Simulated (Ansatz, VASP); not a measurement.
One calculation of CdS5, two programs

```
Cd S
1.0
     4.37025    0.00000    0.00000
    -1.02815    4.30119    0.00000
    -1.83509   -1.58574    8.76826
Cd S
1 5
Direct
  0.03379 0.07895 0.99823
  0.87401 0.57890 0.64707
  0.45042 0.28644 0.49502
  0.57232 0.98388 0.34209
  0.61353 0.22156 0.15627
  0.80994 0.49627 0.86132
```

Change from the starting cell: the structure that the rattled cell fell into.

Alike in both runs: task relaxation of cell and atoms; functional PBE; k mesh 8 × 6 × 4; occupations gaussian, width 0.02 eV; no spin polarisation.

```csv
,VASP,Ansatz
version,VASP 6.6.1,Ansatz 0.2.0
potentials or method,"VASP PAW PBE potentials, release 64 (Cd, S), cutoff 600 eV","scalar-relativistic, plane waves, PAW"
valence electrons in the cell,42,50
```

|  | VASP | Ansatz | Ansatz less VASP |
| --- | --- | --- | --- |
| gap on the k mesh at the Fermi level, each at its own relaxed structure (eV) | 1.21 | 1.18 | -0.029 |
| relaxed volume (Å³/atom) | 27.50 | 27.47 | -0.029 |
| relaxed length of the cell vector where the two differ most in proportion (Å) | 9.083 | 9.096 | +0.0133 |

VASP's potentials hold 42 valence electrons a cell and Ansatz's 50, so a difference there can come from the potentials and not from the codes.
